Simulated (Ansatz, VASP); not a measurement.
**I: VASP beside Ansatz**

Contents of INCAR:

```
SYSTEM = I
PREC = Accurate
ENCUT = 520
EDIFF = 1E-6
ISMEAR = -1
SIGMA = 0.05
LREAL = .FALSE.
LASPH = .TRUE.
NELM = 100
ALGO = Normal
ISIF = 2
LWAVE = .FALSE.
LCHARG = .FALSE.
GGA = PE
NBANDS = 10
```

KPOINTS

```
regular mesh
0
G
  4 4 4
  0 0 0
```

Contents of POSCAR:

```
I
1.0
    3.4643880515      0.0000000000      0.0000000000
    0.0000000000      3.4643880515      0.0000000000
    0.0000000000      0.0000000000      3.4643880515
I
1
Direct
    0.0000000000      0.0000000000      0.0000000000
```

Input for Ansatz:

```yaml
crystal:
  lattice:
    - [3.4643880515, 0.0, 0.0]
    - [0.0, 3.4643880515, 0.0]
    - [0.0, 0.0, 3.4643880515]
  atoms:
    - { symbol: I, position: [0.0, 0.0, 0.0] }
kpoints:
  mp_grid: { grid: [4, 4, 4] }
scf:
  occupations: { method: fermi_dirac, width: 0.05 }
hamiltonian:
  xc: pbe
  pseudopotentials: { kind: all_electron, lapw: { basis_error: 0.0005 } }
output:
  forces: true
  stress: true
  eigenvalues: true
```

Alike in both runs: task single point; functional PBE; k mesh 4 × 4 × 4; occupations fermi-dirac, width 0.05 eV; no spin polarisation.

```csv
,VASP,Ansatz
version,VASP 6.6.1,Ansatz 0.2.0
potentials or method,"VASP PAW PBE potentials, release 64 (I), cutoff 520 eV","all-electron LAPW, scalar-relativistic"
```

|  | VASP | Ansatz | Ansatz less VASP |
| --- | --- | --- | --- |
| pressure (GPa) | -1.0 | -1.0 | +0.02 |

Ansatz ran all-electron here, and VASP with PAW potentials.

The k mesh is coarse, so the values compare programs but aren't converged. Spin-orbit coupling is off throughout.
